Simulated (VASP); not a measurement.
The system is Mo.

```
Mo
1.0
    -1.58022    1.58022    1.58022
     1.58022   -1.58022    1.58022
     1.58022    1.58022   -1.58022
Mo
1
Direct
  0.00000 0.00000 0.00000
```

| Property | Result |
| --- | --- |
| Program | VASP 6.6.1 |
| Task | relaxation of cell and atoms |
| Functional | PBE |
| Dispersion | D3(BJ) |
| Potentials or basis | VASP PAW PBE potentials, release 64 (Mo_sv) |
| Cutoff | 600 eV |
| k mesh | 18 × 18 × 18 |
| Occupations | gaussian, width 0.1 eV |
| Spin | no spin polarisation |

At the start: pressure -7.1 GPa; volume 15.78 Å³/atom.

How do energy, volume and symmetry change on relaxing?

Over 4 steps the energy falls by 9.6 meV/atom and the volume is 15.36 Å³/atom (-2.7 %); space group Im-3m (No. 229, to 0.05 Å).

The path:
| step | energy change (eV) | largest force (eV/Å) | pressure (GPa) | volume (Å³) |
| --- | --- | --- | --- | --- |
| 1 | 0.0000 | 0.0000 | -7.10 | 15.78 |
| 2 | 0.0721 | 0.0000 | 24.96 | 14.24 |
| 3 | -0.0096 | 0.0000 | -0.23 | 15.37 |
| 4 | -0.0096 | 0.0000 | -0.01 | 15.36 |

Final structure:
```
Mo
1.0
    -1.56603    1.56603    1.56603
     1.56603   -1.56603    1.56603
     1.56603    1.56603   -1.56603
Mo
1
Direct
  0.00000 0.00000 0.00000
```

Caveat: pairwise dispersion overbinds metals, which lowers pressure and volume.
